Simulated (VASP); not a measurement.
Ga: single point with PBE

Crystal: Ga.

```
CELL_PARAMETERS angstrom
3.07009 0.00000 0.00000
-1.53504 2.65877 0.00000
0.00000 0.00000 4.96154
ATOMIC_POSITIONS crystal
Ga 0.33333 0.66667 0.25000
Ga 0.66667 0.33333 0.75000
```

This isn't the form of Ga at room conditions, which is orthorhombic.

```json
{
 "Program": "VASP 6.6.1",
 "Task": "single point",
 "Functional": "PBE",
 "Potentials or basis": "VASP PAW PBE potentials, release 64 (Ga_d)",
 "Cutoff": "520 eV",
 "k mesh": "18 × 18 × 10",
 "Occupations": "fermi-dirac, width 0.05 eV",
 "Spin": "no spin polarisation",
 "Dipole correction": "no",
 "Further INCAR settings": "ALGO = Normal; EDIFF = 1e-06; NBANDS = 20"
}
```

* Pressure: -2.3 GPa
* Band gap on the k mesh: zero (bands 13 and 14 overlap by 7.04 eV)

Levels at points of the mesh, in eV from the Fermi level:
```tsv
k point	band 11	band 12	band 13	band 14	band 15	band 16
(0.00, 0.00, 0.00)	-10.56	-4.81	-3.62	8.94	8.94	10.83
(0.50, 0.00, 0.00)	-5.54	-4.65	0.18	0.64	1.04	3.09
(0.00, 0.00, 0.50)	-9.00	-9.00	3.55	3.55	10.04	10.04
(0.50, 0.00, 0.50)	-4.10	-4.10	-2.92	-2.92	6.18	6.18
```

Wall time 2.7 min on 1 thread of Intel Xeon 8259CL, with other jobs on the host, peak memory 0.27 GiB.
